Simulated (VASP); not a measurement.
# SiC (Moissanite 3C) (F-43m) in VASP: further runs

SiC (Moissanite 3C) is run at these levels: PBEsol; tasks: single point.

Program: VASP 6.6.1. These are calculated values, not measurements. Logs are shortened: lines on timing, memory, paths and dates and some standing lists are left out, and cuts for length are marked.

### Step 1. The cell of the first run

The structure is cubic, space group F-43m (No. 216). Conventional cell: a = 3.905 Å, b = 3.905 Å, c = 3.905 Å, α = 90.00°, β = 90.00°, γ = 90.00°. Si (site symmetry -43m) has 4 C at 1.69 Å within 2.2 Å. C (site symmetry -43m) has 4 Si at 1.69 Å within 2.2 Å.

### Step 2. Single point, PBEsol (volume scaled by 0.720)

Input file INCAR:

```
SYSTEM = SiC
  ALGO = Normal
  EDIFF = 1E-6
  ENCUT = 520
  GGA = PS
  ISIF = 2
  ISMEAR = 0
  LASPH = .TRUE.
  LCHARG = .FALSE.
  LREAL = .FALSE.
  LWAVE = .FALSE.
  NBANDS = 11
  NELM = 80
  PREC = Accurate
  SIGMA = 0.05
```

Input file KPOINTS:

```
k-points
0
G
  18 18 18
  0 0 0
```

Input file POSCAR:

```
SiC
1.0
    0.0000000000      1.9524633794      1.9524633794
    1.9524633794      0.0000000000      1.9524633794
    1.9524633794      1.9524633794      0.0000000000
Si C
1 1
Direct
    0.0000000000      0.0000000000      0.0000000000
    0.2500000000      0.2500000000      0.2500000000
```

Potentials or basis: VASP PAW PBE potentials, release 64 (Si, C).

Run with:

```console
$ cat potpaw_PBE.64/Si/POTCAR potpaw_PBE.64/C/POTCAR > POTCAR
$ mpirun -np 1 vasp_std > vasp.out
```

OUTCAR:

```text
SYSTEM = SiC
   EDIFF = 1E-6
   ENCUT = 520
   GGA = PS
   ISIF = 2
   ISMEAR = 0
   LASPH = .TRUE.
   LREAL = .FALSE.
   NELM = 80
   PREC = Accurate

 ion  position               nearest neighbor table
   1  0.000  0.000  0.000-   2 1.69   2 1.69   2 1.69   2 1.69
   2  0.250  0.250  0.250-   1 1.69   1 1.69   1 1.69   1 1.69

  LATTYP: Found a face centered cubic cell.
 ALAT       =     3.9049267588

  Lattice vectors:

 A1 = (   0.0000000000,   1.9524633794,   1.9524633794)
 A2 = (   1.9524633794,   0.0000000000,   1.9524633794)
 A3 = (   1.9524633794,   1.9524633794,   0.0000000000)

Analysis of symmetry for initial positions (statically):
=====================================================================
 Subroutine PRICEL returns:
 Original cell was already a primitive cell.

 Routine SETGRP: Setting up the symmetry group for a
 face centered cubic supercell.

 Subroutine GETGRP returns: Found 24 space group operations
 (whereof 24 operations were pure point group operations)
 out of a pool of 48 trial point group operations.

The static configuration has the point symmetry T_d .

Analysis of symmetry for dynamics (positions and initial velocities):
=====================================================================
 Subroutine PRICEL returns:
 Original cell was already a primitive cell.

 Routine SETGRP: Setting up the symmetry group for a
 face centered cubic supercell.

 Subroutine GETGRP returns: Found 24 space group operations
 (whereof 24 operations were pure point group operations)
 out of a pool of 48 trial point group operations.

The dynamic configuration has the point symmetry T_d .

 Subroutine INISYM returns: Found 24 space group operations
 (whereof 24 operations are pure point group operations),
 and found     1 'primitive' translations

----------------------------------------------------------------------------------------

                                     Primitive cell

  volume of cell :      14.8860

  direct lattice vectors                    reciprocal lattice vectors
     0.000000000  1.952463379  1.952463379    -0.256086749  0.256086749  0.256086749
     1.952463379  0.000000000  1.952463379     0.256086749 -0.256086749  0.256086749
     1.952463379  1.952463379  0.000000000     0.256086749  0.256086749 -0.256086749

  length of vectors
     2.761200191  2.761200191  2.761200191     0.443555261  0.443555261  0.443555261

  position of ions in fractional coordinates (direct lattice)
     0.000000000  0.000000000  0.000000000
     0.250000000  0.250000000  0.250000000

  ion indices of the primitive-cell ions
   primitive index   ion index
                 1           1
                 2           2

----------------------------------------------------------------------------------------

 KPOINTS: k-points

Automatic generation of k-mesh.
 Grid dimensions read from file:
 generate k-points for:   18   18   18

 Generating k-lattice:

  Cartesian coordinates                     Fractional coordinates (reciprocal lattice)
    -0.014227042  0.014227042  0.014227042     0.055555556  0.000000000  0.000000000
     0.014227042 -0.014227042  0.014227042     0.000000000  0.055555556  0.000000000
     0.014227042  0.014227042 -0.014227042     0.000000000  0.000000000  0.055555556

  Length of vectors
     0.024641959  0.024641959  0.024641959

  Shift w.r.t. Gamma in fractional coordinates (k-lattice)
     0.000000000  0.000000000  0.000000000

 Subroutine IBZKPT returns following result:
 ===========================================

 Found    195 irreducible k-points:

 Following reciprocal coordinates:
            Coordinates               Weight
  0.000000  0.000000  0.000000      1.000000
  0.055556  0.000000  0.000000      8.000000
  0.111111  0.000000  0.000000      8.000000
  0.166667  0.000000  0.000000      8.000000
  0.222222  0.000000  0.000000      8.000000
  0.277778  0.000000  0.000000      8.000000
[... 16 lines left out ...]
 -0.277778  0.055556  0.000000     24.000000
 -0.222222  0.055556  0.000000     24.000000
 [... further k-points ...]
   k-points           NKPTS =    195   k-points in BZ     NKDIM =    195   number of bands    NBANDS=     11
   number of dos      NEDOS =    301   number of ions     NIONS =      2
   total plane-waves  NPLWV =  13824
   dimension x,y,z NGX =    24 NGY =   24 NGZ =   24
   dimension x,y,z NGXF=    48 NGYF=   48 NGZF=   48
   ions per type =               1   1
   NGX,Y,Z   is equivalent  to a cutoff of  14.45, 14.45, 14.45 a.u.
   NGXF,Y,Z  is equivalent  to a cutoff of  28.90, 28.90, 28.90 a.u.
 SYSTEM =  SiC
   PREC   = accura    normal or accurate (medium, high low for compatibility)
   ISTART =      0    job   : 0-new  1-cont  2-samecut
   ICHARG =      2    charge: 1-file 2-atom 10-const
   ISPIN  =      1    spin polarized calculation?
   LNONCOLLINEAR =      F non collinear calculations
   LSORBIT =      F    spin-orbit coupling
   LASPH  =      T    aspherical Exc in radial PAW
   ENCUT  =  520.0 eV  38.22 Ry    6.18 a.u.   5.13  5.13  5.13*2*pi/ulx,y,z
   NELM   =     80;   NELMIN=  2; NELMDL= -5     # of ELM steps
   EDIFF  = 0.1E-05   stopping-criterion for ELM
   LREAL  =      F    real-space projection
[... 7 lines left out ...]
   TEBEG  =    0.0;   TEEND  =   0.0 temperature during run
   PSTRESS=    0.0 pullay stress
   NELECT =       8.0000    total number of electrons
   NUPDOWN=      -1.0000    fix difference up-down
   EMIN   =  10.00;   EMAX   =-10.00  energy-range for DOS
   EFERMI =   0.00;   METHOD = LEGACY
   ISMEAR =     0;   SIGMA  =   0.05  broadening in eV -4-tet -1-fermi 0-gaus
   EFERMI_NEDOS =   21; number of points for ismear=-14 and -15
   IALGO  =     38    algorithm
   IMIX   =      4    mixing-type and parameters
     AMIX     =   0.40;   BMIX     =  1.00
     AMIX_MAG =   1.60;   BMIX_MAG =  1.00
  volume/ion in A,a.u.               =       7.44        50.23
  Fermi-wavevector in a.u.,A,eV,Ry     =   1.331002  2.515228 24.103611  1.771565
  Thomas-Fermi vector in A             =   2.460046
   LORBIT       =      0    0 simple, 1 ext, 2 COOP (PROOUT), +10 PAW based schemes
   GGA     = PS    functional components
   LHFCALC =     F    Hartree Fock is set to
   AEXX    =    0.0000 exact exchange contribution
   IVDW    =     0    specifies the selected vdW correction
   LEPSILON=     F    determine dielectric tensor
   LRPA    =     F    only Hartree local field effects (RPA)
 non-spin polarized calculation
 Gauss-broadening in eV      SIGMA  =   0.05
  energy-cutoff  :      520.00
  volume of cell :       14.89
 maximum number of plane-waves:       412
 NGX is ok and might be reduce to    24
   NGX = 11   NGY = 11   NGZ = 11

 number of electron       8.0000000 magnetization

 Free energy of the ion-electron system (eV)
  ---------------------------------------------------
  ext. energy  EPLUGINS =         0.00000000
  ---------------------------------------------------
  free energy    TOTEN  =       -14.01381946 eV

  energy without entropy =      -14.01381946  energy(sigma->0) =      -14.01381946

 E-fermi :  12.4914     XC(G=0): -12.9853

 val. band max:       12.2047780562   @ k =  -0.0556   0.0556   0.0000
 cond. band min:      13.0693522381   @ k =   0.5000   0.5000   0.0000
 fundamental gap:      0.8645741819
 Fermi energy:        12.4913849016

 k-point     1 :       0.0000    0.0000    0.0000
  band No.  band energies     occupation
      1      -6.0407      2.00000
      2      12.1977      2.00000
      3      12.1977      2.00000
      4      12.1977      2.00000
      5      22.1430      0.00000
      6      22.1430      0.00000
      7      22.1430      0.00000
      8      22.3788      0.00000
      9      28.8088      0.00000
     10      28.8088      0.00000
     11      32.2844      0.00000

 k-point     2 :       0.0556    0.0000    0.0000
  band No.  band energies     occupation
      1      -5.9629      2.00000
      2      11.8399      2.00000
      3      12.1538      2.00000
      4      12.1538      2.00000
      5      21.9795      0.00000
      6      22.2458      0.00000
      7      22.2458      0.00000
      8      22.7155      0.00000
      9      28.2603      0.00000
     10      28.2603      0.00000
     11      31.8230      0.00000

 k-point     3 :       0.1111    0.0000    0.0000
  band No.  band energies     occupation
      1      -5.7302      2.00000
      2      10.8821      2.00000
      3      12.0330      2.00000
      4      12.0330      2.00000
      5      21.7655      0.00000
      6      22.4911      0.00000
      7      22.4911      0.00000
      8      23.3386      0.00000
      9      27.3622      0.00000
     10      27.3622      0.00000
     11      31.1634      0.00000

 k-point     4 :       0.1667    0.0000    0.0000
  band No.  band energies     occupation
      1      -5.3447      2.00000
      2       9.5503      2.00000
      3      11.8620      2.00000
      4      11.8620      2.00000
      5      21.5350      0.00000
      6      22.6683      0.00000
      7      22.6683      0.00000
      8      23.9853      0.00000
      9      26.8244      0.00000
     10      26.8244      0.00000
     11      30.7107      0.00000
[... 239 lines left out ...]
 k-point    22 :      -0.3333    0.0556    0.0000
  band No.  band energies     occupation
      1      -2.9717      2.00000
      2       4.4472      2.00000
      3      10.7645      2.00000
      4      11.4360      2.00000
      5      20.7714      0.00000
      6      21.3643      0.00000
      7      21.5659      0.00000
      8      24.8101      0.00000
      9      28.6689      0.00000
     10      30.3961      0.00000
     11      32.4128      0.00000

 k-point    23 :      -0.2778    0.0556    0.0000
  band No.  band energies     occupation
      1      -3.8129      2.00000
      2       5.9731      2.00000
      3      10.8668      2.00000
      4      11.6423      2.00000
      5      21.0484      0.00000
      6      21.7798      0.00000
      7      21.9923      0.00000
      8      24.7419      0.00000
      9      27.2625      0.00000
     10      29.3327      0.00000
     11      31.6306      0.00000

 k-point    24 :      -0.2222    0.0556    0.0000
  band No.  band energies     occupation
      1      -4.5329      2.00000
      2       7.5386      2.00000
      3      11.0319      2.00000
      4      11.8489      2.00000
      5      21.2808      0.00000
      6      22.2394      0.00000
      7      22.5207      0.00000
      8      24.4388      0.00000
      9      26.2220      0.00000
     10      28.4757      0.00000
     11      31.1812      0.00000

 [... further k-points ...]
[... 5 lines left out ...]
  --------------------------------------------------------------------------------------
  -------------------------------------------------------------------------------------
  Total       12.6148914     12.6148914     12.6148914      0.0000000     -0.0000000      0.0000000
  in kB     1357.7362481   1357.7362481   1357.7362481      0.0000000     -0.0000000      0.0000000
  external PRESSURE =    1357.7362481 kB  Pullay stress =       0.0000000 kB

 VOLUME and BASIS-vectors are now :
 -----------------------------------------------------------------------------
  energy-cutoff  :      520.00
  volume of cell :       14.89
      direct lattice vectors                 reciprocal lattice vectors
     0.000000000  1.952463379  1.952463379    -0.256086749  0.256086749  0.256086749
     1.952463379  0.000000000  1.952463379     0.256086749 -0.256086749  0.256086749
     1.952463379  1.952463379  0.000000000     0.256086749  0.256086749 -0.256086749

 POSITION                                       TOTAL-FORCE (eV/Angst)
 -----------------------------------------------------------------------------------
      0.00000      0.00000      0.00000         0.000000     -0.000000      0.000000
      0.97623      0.97623      0.97623        -0.000000      0.000000     -0.000000
 -----------------------------------------------------------------------------------
    total drift:                               -0.000000     -0.000000     -0.000000

  FREE ENERGIE OF THE ION-ELECTRON SYSTEM (eV)
  ---------------------------------------------------
  free  energy   TOTEN  =       -14.0138194590 eV

  energy  without entropy=      -14.0138194590  energy(sigma->0) =      -14.01381946
```

Run time: 65 s. Hardware: 1 thread of AMD EPYC 9R45, shared host; peak memory 0.12 GiB.

What came out:

```yaml
Free_energy: -14.0138 eV
Pressure: 135.8 GPa
Band_gap_on_the_k_mesh: 0.86 eV, indirect (least direct gap 4.69 eV)
```

Levels at points of the mesh, in eV from the valence-band top:
| k point | band 2 | band 3 | band 4 | band 5 | band 6 | band 7 |
| --- | --- | --- | --- | --- | --- | --- |
| (0.00, 0.00, 0.00) | -0.01 | -0.01 | -0.01 | 9.94 | 9.94 | 9.94 |
| (0.50, 0.00, 0.00) | -10.63 | -1.09 | -1.09 | 8.59 | 8.59 | 8.61 |
| (0.50, 0.50, 0.00) | -9.08 | -3.83 | -3.83 | 0.86 | 5.55 | 18.07 |

Caveat: the PAW data sets were made with another functional, which shifts forces and pressure a little.

### Step 3. Single point, PBEsol (volume scaled by 0.760)

Input file INCAR:

```
SYSTEM = SiC
PREC = Accurate
ENCUT = 520
EDIFF = 1E-6
ISMEAR = 0
SIGMA = 0.05
LREAL = .FALSE.
LASPH = .TRUE.
NELM = 80
ALGO = Normal
ISIF = 2
LWAVE = .FALSE.
LCHARG = .TRUE.
GGA = PS
LELF = .TRUE.
LVHAR = .TRUE.
NBANDS = 11
```

Input file KPOINTS:

```
regular mesh
0
G
  18 18 18
  0 0 0
```

Input file POSCAR:

```
SiC
1.0
    0.0000000000      1.9879704698      1.9879704698
    1.9879704698      0.0000000000      1.9879704698
    1.9879704698      1.9879704698      0.0000000000
Si C
1 1
Direct
    0.0000000000      0.0000000000      0.0000000000
    0.2500000000      0.2500000000      0.2500000000
```

Potentials or basis: VASP PAW PBE potentials, release 64 (Si, C).

Run with:

```console
$ cat potpaw_PBE.64/Si/POTCAR potpaw_PBE.64/C/POTCAR > POTCAR
$ mpirun -np 1 vasp_std > vasp.out
```

It took 71 s on 1 thread of AMD EPYC 9R45, shared host; peak memory 0.13 GiB.

Results (log left out):

```yaml
Free_energy: -14.6268 eV
Pressure: 102.8 GPa
Band_gap_on_the_k_mesh: 0.94 eV, indirect (least direct gap 4.66 eV)
```

Levels at points of the mesh, in eV from the valence-band top:
| k point | band 1 | band 2 | band 3 | band 4 | band 5 | band 6 | band 7 | band 8 |
| --- | --- | --- | --- | --- | --- | --- | --- | --- |
| (0.00, 0.00, 0.00) | -17.75 | 0.00 | 0.00 | 0.00 | 9.43 | 9.43 | 9.43 | 9.49 |
| (0.50, 0.00, 0.00) | -12.99 | -10.27 | -1.08 | -1.08 | 8.05 | 8.33 | 8.33 | 11.48 |
| (0.50, 0.50, 0.00) | -11.24 | -8.85 | -3.73 | -3.73 | 0.94 | 5.30 | 17.35 | 17.35 |

Caveat: the PAW data sets were made with another functional, which shifts forces and pressure a little. A k mesh can miss the band edges.

### Step 4. Single point, PBEsol (volume scaled by 0.800)

Input file INCAR:

```
PREC = Accurate ; ENCUT = 520
EDIFF = 1E-7 ; ISMEAR = 0
SIGMA = 0.05 ; LREAL = False
LASPH = True ; NELM = 80
ALGO = Normal ; ISIF = 2
LWAVE = False ; LCHARG = False
GGA = PS ; NBANDS = 11
```

Input file KPOINTS:

```
regular mesh
0
Gamma
  18 18 18
```

Input file POSCAR:

```
SiC
1.0
    0.0000000000      2.0222525597      2.0222525597
    2.0222525597      0.0000000000      2.0222525597
    2.0222525597      2.0222525597      0.0000000000
Si C
1 1
Direct
    0.0000000000      0.0000000000      0.0000000000
    0.2500000000      0.2500000000      0.2500000000
```

Run with:

```console
$ cat potpaw_PBE.64/Si/POTCAR potpaw_PBE.64/C/POTCAR > POTCAR
$ mpirun -np 1 vasp_std > vasp.out
```

Run time: 80 s. Hardware: 1 thread of AMD EPYC 9R45, shared host; peak memory 0.12 GiB.

The run converged. Its results:

```yaml
Free_energy: -15.0864 eV
Pressure: 76.1 GPa
Band_gap_on_the_k_mesh: 1.00 eV, indirect (least direct gap 4.63 eV)
```

Levels at points of the mesh, in eV from the valence-band top:
| k point | band 2 | band 3 | band 4 | band 5 | band 6 | band 7 |
| --- | --- | --- | --- | --- | --- | --- |
| (0.00, 0.00, 0.00) | 0.00 | 0.00 | 0.00 | 8.86 | 8.98 | 8.98 |
| (0.50, 0.00, 0.00) | -9.94 | -1.08 | -1.08 | 7.52 | 8.10 | 8.10 |
| (0.50, 0.50, 0.00) | -8.64 | -3.63 | -3.63 | 1.00 | 5.07 | 16.69 |

Caveat: the PAW data sets were made with another functional, which shifts forces and pressure a little. A k mesh can miss the band edges.

(Continued in part 2 of 2.)
